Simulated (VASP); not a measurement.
Input of a VASP 6.6.1 run:

The input POSCAR:

```
ZnS
1.0
    0.0000000000      2.6940955616      2.6940955616
    2.6940955616      0.0000000000      2.6940955616
    2.6940955616      2.6940955616      0.0000000000
Zn S
1 1
Direct
    0.2500000000      0.2500000000      0.2500000000
    0.0000000000      0.0000000000      0.0000000000
```

INCAR.step1

```
PREC = Accurate
ENCUT = 520
ISMEAR = 0
SIGMA = 0.01
LREAL = F
LASPH = T
NELM = 100
NBANDS = 16
GGA = PE
ALGO = Normal
EDIFF = 1E-4
LWAVE = T
LCHARG = F
```

INCAR.step2

```
PREC = Accurate
ENCUT = 520
EDIFF = 1E-7
ISMEAR = 0
SIGMA = 0.01
LREAL = F
LASPH = T
NELM = 100
ALGO = Normal
ISIF = 2
LWAVE = F
LCHARG = T
METAGGA = R2SCAN
LMIXTAU = T
LELF = T
LVHAR = T
NBANDS = 16
ISTART = 1
```

Contents of KPOINTS:

```
regular mesh
0
Gamma
  8 8 8
```

Potentials or basis: VASP PAW PBE potentials, release 64 (Zn, S).

Run with:

```console
$ cat potpaw_PBE.64/Zn/POTCAR potpaw_PBE.64/S/POTCAR > POTCAR
$ cp INCAR.step1 INCAR
$ mpirun -np 1 vasp_std > vasp.out
$ cp INCAR.step2 INCAR
$ mpirun -np 1 vasp_std > vasp.out
```

Question: What does it give for the pressure?

Answer: 0.1 GPa.

Question: Predict the band gap on the k mesh.

Answer: 2.72 eV, direct.

Caveat: the PAW data sets were made with another functional, which shifts forces and pressure a little.

**Measured values to compare with.**

From “Electronic, vibrational, and thermodynamic properties of ZnS (zincblende and rocksalt structure)”, 2009, arxiv:0911.5022, for a bulk crystal of ZnS at 19 K: band gap 3.85 eV (direct).

A measured gap of ZnS is 3.85 eV (direct; 19 K; quoted in “Electronic, vibrational, and thermodynamic properties of ZnS (zincblende and rocksalt structure)”, 2009, arxiv:0911.5022); the calculated 2.72 eV misses it by -1.13 eV. The value is that of r2SCAN, without temperature or zero-point motion.
